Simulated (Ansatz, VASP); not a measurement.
**One calculation of Rb, two programs**

```xyz
1
Lattice="-2.8060 2.7779 2.7779 2.8060 -2.8341 2.8341 2.8060 2.8341 -2.8341" Properties=species:S:1:pos:R:3 pbc="T T T"
Rb    0.0000    0.0000    0.0000
```

Change from the starting cell: strain -0.0200 x Voigt [0, 0, 0, 1, 0, 0], atoms carried along.

Alike in both runs: task single point; functional PBE; k mesh 12 × 12 × 12; occupations gaussian, width 0.15 eV; no spin polarisation.

|  | VASP | Ansatz |
| --- | --- | --- |
| version | VASP 6.6.1 | Ansatz 0.2.0 |
| potentials or method | VASP PAW PBE potentials, release 64 (Rb_sv), cutoff 520 eV | scalar-relativistic, plane waves, PAW |
| valence electrons in the cell | 9 | 9 |

```csv
,VASP,Ansatz,Ansatz less VASP
gap on the k mesh at the Fermi level (eV),none,none,-
pressure (GPa),0.1,0.1,0.00
```

A gap of «none» marks a metal or a gap that the smearing closes.
